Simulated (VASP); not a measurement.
The system is SrAuN2.

```
Sr Au N
1.0
     4.44843    0.00000    0.00000
     0.00000    4.44843    0.00000
     0.00000    0.00000    2.90563
Sr Au N
1 1 2
Cartesian
  2.2242 2.2242 0.0000
  0.0000 0.0000 0.0000
  0.0000 2.2242 1.4528
  2.2242 0.0000 1.4528
```

- Program: VASP 6.6.1
- Task: relaxation of cell and atoms
- Functional: PBE
- Potentials or basis: VASP PAW PBE potentials, release 64 (Sr_sv, Au, N)
- Cutoff: 600 eV
- k mesh: 4 × 4 × 6
- Occupations: gaussian, width 0.1 eV
- Spin: no spin polarisation

At the start: pressure 0.1 GPa; volume 14.37 Å³/atom.

Where does the relaxation end?

Over 3 steps the energy falls by 2.0 meV/atom and the volume is 14.42 Å³/atom (+0.3 %); space group P4/mmm (No. 123, to 0.05 Å).

Step by step:
| step | energy change (eV) | largest force (eV/Å) | pressure (GPa) | volume (Å³) |
| --- | --- | --- | --- | --- |
| 1 | 0.0000 | 0.0000 | 0.15 | 57.50 |
| 2 | -0.0066 | 0.0000 | 0.06 | 57.61 |
| 3 | -0.0082 | 0.0000 | 0.00 | 57.69 |

Final structure:
```yaml
crystal:
  lattice:
    - [4.41828, 0.00000, 0.00000]
    - [0.00000, 4.41828, 0.00000]
    - [0.00000, 0.00000, 2.95536]
  atoms:
    - { symbol: Sr, position: [0.50000, 0.50000, 0.00000] }
    - { symbol: Au, position: [0.00000, 0.00000, 0.00000] }
    - { symbol: N, position: [0.00000, 0.50000, 0.50000] }
    - { symbol: N, position: [0.50000, 0.00000, 0.50000] }
```

Caveat: the k points lie up to 0.36 Å⁻¹ apart in the final cell.
